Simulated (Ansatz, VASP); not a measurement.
Ga: VASP beside Ansatz

Contents of INCAR:

```
SYSTEM = Ga
PREC = Accurate
ENCUT = 520
EDIFF = 1E-6
ISMEAR = -1
SIGMA = 0.1
LREAL = .FALSE.
LASPH = .TRUE.
NELM = 60
ALGO = Normal
ISIF = 2
LWAVE = .FALSE.
LCHARG = .FALSE.
GGA = B5
ALDAX = 1.0
AGGAX = 1.0
AGGAC = 1.0
ALDAC = 0.0
NBANDS = 20
```

File KPOINTS:

```
regular mesh
0
G
  13 13 7
  0 0 0
```

The input POSCAR:

```
Ga
1.0
    3.2460029952      0.0000000000      0.0000000000
   -1.6230014976      2.8111210546      0.0000000000
    0.0000000000      0.0000000000      5.0091658767
Ga
2
Direct
    0.3333333333      0.6666666667      0.2500000000
    0.6666666667      0.3333333333      0.7500000000
```

Input for Ansatz:

```yaml
crystal:
  lattice:
    - [3.2460029952, 0.0, 0.0]
    - [-1.6230014976, 2.8111210546, 0.0]
    - [0.0, 0.0, 5.0091658767]
  atoms:
    - { symbol: Ga, position: [0.3333333333, 0.6666666667, 0.25] }
    - { symbol: Ga, position: [0.6666666667, 0.3333333333, 0.75] }
hamiltonian:
  xc: blyp
  pseudopotentials:
    kind: paw
    azcp:
      Ga: "pseudopotentials/Ga.paw.azcp"
basis:
  ecutwfc: 420
  fft_grid_basis: typed
kpoints:
  mp_grid: { grid: [13, 13, 7], shift: [0, 0, 0] }
magnetization:
  spin_polarized: false
scf:
  occupations: { method: fermi_dirac, width: 0.1 }
  lower_state_search: "off"
output:
  stress: true
```

Alike in both runs: task single point; functional BLYP; k mesh 13 × 13 × 7; occupations fermi-dirac, width 0.1 eV; no spin polarisation.

```csv
,VASP,Ansatz
version,VASP 6.6.1,Ansatz 0.2.0
potentials or method,"VASP PAW PBE potentials, release 64 (Ga_d), cutoff 520 eV","plane waves (420 eV) with PAW, scalar-relativistic"
valence electrons in the cell,26,26
```

|  | VASP | Ansatz | Ansatz less VASP |
| --- | --- | --- | --- |
| pressure (GPa) | -0.9 | -1.0 | -0.01 |
| traceless stress, the component that is largest in VASP (GPa) | -0.25 | -0.25 | -0.001 |

VASP's potentials were made for PBE, not for BLYP. With one functional, cell and mesh, what is left measures potentials, basis and numerics.
